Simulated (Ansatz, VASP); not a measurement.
HfB2: VASP beside Ansatz

```
Hf B
1.0
     3.13268    0.00000    0.00000
    -1.56634    2.71298    0.00000
     0.00000    0.00000    3.47921
Hf B
1 2
Direct
  0.26600 0.65100 0.57900
  0.59933 0.31767 0.07900
  0.93267 0.98433 0.07900
```

Alike in both runs: task single point; functional PBE; dispersion D3(BJ); k mesh 9 × 9 × 8; occupations tetrahedron; no spin polarisation.

|  | VASP | Ansatz |
| --- | --- | --- |
| version | VASP 6.6.1 | Ansatz 0.2.0 |
| potentials or method | VASP PAW PBE potentials, release 64 (Hf_pv, B), cutoff 500 eV | scalar-relativistic, plane waves, PAW |
| valence electrons in the cell | 16 | 32 |

```tsv
	VASP	Ansatz	Ansatz less VASP
gap on the k mesh at the Fermi level (eV)	none	none	-
pressure (GPa)	-3.7	-3.4	+0.34
traceless stress, the component that is largest in VASP (GPa)	-0.36	-0.87	-0.503
```

A gap of «none» marks a metal or a gap that the smearing closes. VASP's potentials hold 16 valence electrons a cell and Ansatz's 32, so a difference there can come from the potentials and not from the codes. Ansatz's warnings: band table not solved further, tetrahedron derivatives may miss energy slope.

Spin-orbit coupling is off throughout.
